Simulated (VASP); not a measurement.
# NaI: single point with PBEsol

Crystal: NaI.

```
Na I
1.0
     0.01600    3.20825    3.20825
     3.20825    0.01600    3.20825
     3.20825    3.20825    0.01600
Na I
1 1
Direct
  0.00000 0.00000 0.00000
  0.50000 0.50000 0.50000
```

This cell differs from its parent crystal: equal xy, yz and zx engineering shears of +0.5 %.

| Property | Result |
| --- | --- |
| Program | VASP 6.6.1 |
| Task | single point |
| Functional | PBEsol |
| Potentials or basis | VASP PAW PBE potentials, release 64 (Na_pv, I) |
| Cutoff | 520 eV |
| k mesh | 8 × 8 × 8 |
| Occupations | gaussian, width 0.01 eV |
| Spin | no spin polarisation |
| Dipole correction | no |
| Further INCAR settings | ALGO = Normal; EDIFF = 1e-06; NBANDS = 14 |

```json
{"Pressure": "0.1 GPa", "Band gap on the k mesh": "3.58 eV"}
```

Levels at points of the mesh, in eV from the valence-band top:
```
           k point  band 4  band 5  band 6  band 7  band 8  band 9  band 10  band 11
(0.00, 0.00, 0.00)  -11.16   -0.03    0.00    0.00    3.58    7.77     7.86     7.86
(0.50, 0.00, 0.00)  -10.81   -2.35   -0.33   -0.32    4.93    7.35     7.40     8.94
(0.50, 0.50, 0.00)  -10.72   -2.06   -0.83   -0.80    4.45    5.35     9.92    11.38
(0.50, 0.50, 0.50)  -10.81   -2.36   -0.30   -0.30    4.96    7.42     7.42     8.91
```

It took 70 s on 1 thread of Intel Xeon 8259CL (shared host), peak memory 0.24 GiB.

Caveat: the cell differs from its parent crystal (equal xy, yz and zx engineering shears of +0.5 %); the PAW data sets were made with another functional, which shifts forces and pressure a little; spin-orbit coupling is left out, which moves the levels of the heavy elements.
